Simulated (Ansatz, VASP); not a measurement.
## RbCaH3 in VASP and in Ansatz

INCAR

```
  PREC = Accurate
  ENCUT = 520
  EDIFF = 1E-7
  ISMEAR = 0
  SIGMA = 0.05
  LREAL = F
  LASPH = T
  NELM = 80
  ALGO = Normal
  ISIF = 2
  LWAVE = F
  LCHARG = F
  GGA = CA
  NBANDS = 19
```

Contents of KPOINTS:

```
regular mesh
0
Gamma
  6 6 6
```

Contents of POSCAR:

```
RbCaH3
1.0
    4.5470000000      0.0000000000      0.0000000000
    0.0000000000      4.5470000000      0.0000000000
    0.0000000000      0.0000000000      4.5470000000
Rb Ca H
1 1 3
Direct
   -0.0063486944     -0.0063486944     -0.0063486944
    0.5000000000      0.5000000000      0.5000000000
    0.0000000000      0.5000000000      0.5000000000
    0.5000000000      0.0000000000      0.5000000000
    0.5000000000      0.5000000000      0.0000000000
```

Input for Ansatz:

```yaml
crystal:
  lattice:
    - [4.547, 0.0, 0.0]
    - [0.0, 4.547, 0.0]
    - [0.0, 0.0, 4.547]
  atoms:
    - { symbol: Rb, position: [-0.0063486944, -0.0063486944, -0.0063486944] }
    - { symbol: Ca, position: [0.5, 0.5, 0.5] }
    - { symbol: H, position: [0.0, 0.5, 0.5] }
    - { symbol: H, position: [0.5, 0.0, 0.5] }
    - { symbol: H, position: [0.5, 0.5, 0.0] }
basis:
  ecutwfc: 420
kpoints:
  mp_grid: { grid: [6, 6, 6] }
hamiltonian:
  xc: lda
scf:
  occupations: { method: gaussian, width: 0.05 }
output:
  forces: true
  stress: true
  eigenvalues: true
```

Change from the starting cell: all Rb atoms moved -0.050 Å, as atom 1 along Cartesian [1 1 1].

Alike in both runs: task single point; functional LDA; k mesh 6 × 6 × 6; occupations gaussian, width 0.05 eV; no spin polarisation.

```csv
,VASP,Ansatz
version,VASP 6.6.1,Ansatz 0.2.0
potentials or method,"VASP PAW LDA potentials, release 64 (Rb_sv, Ca_sv, H), cutoff 520 eV","scalar-relativistic, plane waves, PAW"
valence electrons in the cell,22,22
```

Ansatz gave:

* gap on the k mesh at the Fermi level (eV): 2.93
* least direct gap on the mesh (eV): 2.93
* pressure (GPa): -2.4
* rms of the force components (eV/Å): 0.016

Task: Estimate VASP's values.

Result: gap on the k mesh at the Fermi level (eV): 2.92; least direct gap on the mesh (eV): 2.92; pressure (GPa): -2.4; rms of the force components (eV/Å): 0.016.

LDA's correlation is that of Perdew and Zunger in VASP and of Perdew and Wang (1992) in Ansatz. Atom by atom the forces differ by 0.000 eV/Å (rms over components).
